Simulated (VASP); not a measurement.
Here is a VASP 6.6.1 calculation.

File POSCAR:

```
Te
1.0
    4.6324895870      0.0000000000      0.0000000000
   -2.3162447935      4.0118536651      0.0000000000
    0.0000000000      0.0000000000      5.8869033494
Te
3
Direct
    0.2535874851      0.0000000000      0.3333333333
    1.0000000000      0.2535874851      0.6666666667
    0.7464125149      0.7464125149      0.0000000000
```

INCAR.step1

```
  PREC = Accurate
  ENCUT = 550
  ISMEAR = 1
  SIGMA = 0.03
  LREAL = False
  LASPH = True
  NELM = 120
  NBANDS = 16
  GGA = PE
  ALGO = Normal
  EDIFF = 1E-5
  LWAVE = True
  LCHARG = False
  GGA_COMPAT = False
```

File INCAR.step2:

```
  PREC = Accurate
  ENCUT = 550
  EDIFF = 1E-6
  ISMEAR = 1
  SIGMA = 0.03
  LREAL = False
  LASPH = True
  NELM = 120
  ALGO = Normal
  ISIF = 2
  LWAVE = False
  LCHARG = False
  METAGGA = R2SCAN
  LMIXTAU = True
  NBANDS = 16
  ISTART = 1
  GGA_COMPAT = False
```

File KPOINTS:

```
Automatic mesh
0
Gamma
  8 8 6
```

Potentials or basis: VASP PAW PBE potentials, release 64 (Te).

Run with:

```bash
$ cat potpaw_PBE.64/Te/POTCAR > POTCAR
$ cp INCAR.step1 INCAR
$ mpirun -np 1 vasp_std > vasp.out
$ cp INCAR.step2 INCAR
$ mpirun -np 1 vasp_std > vasp.out
```

Task: Estimate the largest force.

Result: 0.019 eV/Å.

Task: Predict the pressure.

Result: 0.0 GPa.

Task: What does it give for the band gap on the k mesh?

Result: 0.78 eV.

Stress tensor (GPa, compression positive):
```
-0.02  0.00  0.00
 0.00 -0.02  0.00
 0.00  0.00  0.13
```

Caveat: the PAW data sets were made with another functional, which shifts forces and pressure a little; spin-orbit coupling is left out, which moves the levels of the heavy elements. A k mesh can miss the band edges.
